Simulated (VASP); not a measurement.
Here is a VASP 6.6.1 calculation.

INCAR

```
SYSTEM = NbTlTe4
PREC = Accurate
ENCUT = 520
EDIFF = 1E-6
ISMEAR = 0
SIGMA = 0.1
LREAL = .False.
LASPH = .True.
NELM = 80
ALGO = Normal
ISIF = 2
LWAVE = .False.
LCHARG = .True.
GGA = PE
LELF = .True.
LVHAR = .True.
NBANDS = 34
```

File KPOINTS:

```
Automatic mesh
0
Gamma
  8 8 8
  0 0 0
```

File POSCAR:

```
NbTlTe4
1.0
   -4.4687668468      4.4687668468      2.7536949088
    4.4687668468     -4.4687668468      2.7536949088
    4.4687668468      4.4687668468     -2.7536949088
Nb Tl Te
1 1 4
Direct
    0.8767327564      0.8767327564      0.0000000000
    0.3767349365      0.3767349365      0.0000000000
    0.8768884493      0.5756199938      0.6987315445
    0.8768884493      0.1781569048      0.3012684555
    0.1781569048      0.8768884493      0.3012684555
    0.5756199938      0.8768884493      0.6987315445
```

Potentials or basis: VASP PAW PBE potentials, release 64 (Nb_sv, Tl_d, Te).

Command:

```console
$ cat potpaw_PBE.64/Nb_sv/POTCAR potpaw_PBE.64/Tl_d/POTCAR potpaw_PBE.64/Te/POTCAR > POTCAR
$ mpirun -np 1 vasp_std > vasp.out
```

What does it give for the largest force?

0.018 eV/Å.

Predict the band gap on the k mesh.

zero (bands 25 and 26 overlap by 0.94 eV).

Predict the pressure.

-0.1 GPa.

Forces on the atoms (eV/Å):
```
Nb   0.000  0.000  0.001
Tl   0.000  0.000  0.000
Te   0.018  0.000  0.000
Te  -0.018  0.000  0.000
Te   0.000 -0.018  0.000
Te   0.000  0.018  0.000
```

Caveat: spin-orbit coupling is left out, which moves the levels of the heavy elements.
